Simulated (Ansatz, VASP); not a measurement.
## One calculation of MoS2, two programs

The input INCAR:

```
  PREC = Accurate
  ENCUT = 520
  EDIFF = 1E-7
  ISMEAR = 0
  SIGMA = 0.05
  LREAL = False
  LASPH = True
  NELM = 60
  ALGO = Normal
  ISIF = 2
  LWAVE = False
  LCHARG = False
  GGA = PS
  NBANDS = 35
```

Contents of KPOINTS:

```
regular mesh
0
Gamma
  12 12 2
```

Contents of POSCAR:

```
MoS2
1.0
    3.1414322073      0.0000000000      0.0000000000
   -1.5707161036      2.7205600958      0.0000000000
    0.0000000000      0.0000000000     12.5788196111
Mo S
2 4
Direct
    0.3524329020      0.6857662353      0.2500000000
    0.6666666667      0.3333333333      0.7500000000
    0.3333333333      0.6666666667      0.6260538431
    0.6666666667      0.3333333333      0.1260538431
    0.3333333333      0.6666666667      0.8739461569
    0.6666666667      0.3333333333      0.3739461569
```

Input for Ansatz:

```yaml
crystal:
  lattice:
    - [3.1414322073, 0.0, 0.0]
    - [-1.5707161036, 2.7205600958, 0.0]
    - [0.0, 0.0, 12.5788196111]
  atoms:
    - { symbol: Mo, position: [0.352432902, 0.6857662353, 0.25] }
    - { symbol: Mo, position: [0.6666666667, 0.3333333333, 0.75] }
    - { symbol: S, position: [0.3333333333, 0.6666666667, 0.6260538431] }
    - { symbol: S, position: [0.6666666667, 0.3333333333, 0.1260538431] }
    - { symbol: S, position: [0.3333333333, 0.6666666667, 0.8739461569] }
    - { symbol: S, position: [0.6666666667, 0.3333333333, 0.3739461569] }
basis:
  ecutwfc: 420
kpoints:
  mp_grid: { grid: [12, 12, 2] }
hamiltonian:
  xc: pbesol
scf:
  occupations: { method: gaussian, width: 0.05 }
output:
  forces: true
  stress: true
  eigenvalues: true
```

Alike in both runs: task single point; functional PBEsol; k mesh 12 × 12 × 2; occupations gaussian, width 0.05 eV; no spin polarisation.

|  | VASP | Ansatz |
| --- | --- | --- |
| version | VASP 6.6.1 | Ansatz 0.2.0 |
| potentials or method | VASP PAW PBE potentials, release 64 (Mo_sv, S), cutoff 520 eV | scalar-relativistic, plane waves, PAW |
| valence electrons in the cell | 52 | 52 |

Ansatz gave:

* gap on the k mesh at the Fermi level (eV): 0.95
* least direct gap on the mesh (eV): 1.73
* pressure (GPa): 0.1
* traceless stress, the component that is largest in VASP (GPa): -0.56
* rms of the force components (eV/Å): 0.361

Q: Estimate VASP's values.

A: gap on the k mesh at the Fermi level (eV): 0.97; least direct gap on the mesh (eV): 1.74; pressure (GPa): 0.1; traceless stress, the component that is largest in VASP (GPa): -0.55; rms of the force components (eV/Å): 0.361.

VASP's potentials were made for PBE, not for PBEsol. Atom by atom the forces differ by 0.000 eV/Å (rms over components).
